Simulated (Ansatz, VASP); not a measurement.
Two plane-wave programs on BP

The input INCAR:

```
SYSTEM = BP
PREC = Accurate ; ENCUT = 600
EDIFF = 1E-7 ; ISMEAR = -1
SIGMA = 0.08 ; LREAL = .FALSE.
LASPH = .TRUE. ; NELM = 100
ALGO = Normal ; ISIF = 3
LWAVE = .FALSE. ; LCHARG = .FALSE.
GGA = PE ; IBRION = 2
NSW = 60 ; EDIFFG = -0.005
```

File KPOINTS:

```
Automatic mesh
0
G
  17 17 17
  0 0 0
```

File POSCAR:

```
BP
1.0
    0.0000000000      2.1544346900      2.1544346900
    2.1544346900      0.0000000000      2.1544346900
    2.1544346900      2.1544346900      0.0000000000
B P
1 1
Direct
    0.0000000000      0.0000000000      0.0000000000
    0.5000000000      0.5000000000      0.5000000000
```

Input for Ansatz:

```yaml
crystal:
  lattice:
    - [0.0, 2.15443469, 2.15443469]
    - [2.15443469, 0.0, 2.15443469]
    - [2.15443469, 2.15443469, 0.0]
  atoms:
    - { symbol: B, position: [0.0, 0.0, 0.0] }
    - { symbol: P, position: [0.5, 0.5, 0.5] }
kpoints:
  mp_grid: { grid: [17, 17, 17] }
scf:
  occupations: { method: fermi_dirac, width: 0.08 }
hamiltonian:
  xc: pbe
  pseudopotentials: { kind: paw }
output:
  forces: true
  stress: true
  write_density: true
  write_potential: true
  elf: true
  volumetric_format: npy
relax:
  f_tol: 0.005
  max_steps: 40
  cell: {}
```

Alike in both runs: task relaxation of cell and atoms; functional PBE; k mesh 17 × 17 × 17; occupations fermi-dirac, width 0.08 eV; no spin polarisation.

|  | VASP | Ansatz |
| --- | --- | --- |
| version | VASP 6.6.1 | Ansatz 0.2.0 |
| potentials or method | VASP PAW PBE potentials, release 64 (B, P) | PAW with Ansatz's default frozen-core files, scalar-relativistic |
| plane-wave cutoff (eV) | 600 | 420 |
| valence electrons in the cell | 8 | 8 |

Ansatz gave:

| Quantity | Value |
| --- | --- |
| relaxed volume (Å³/atom) | 10.08 |
| relaxed cell length with the largest relative difference (Å) | 3.055 |

Q: Which values does VASP return?

A: Relaxed volume (Å³/atom): 10.07; relaxed cell length with the largest relative difference (Å): 3.054.
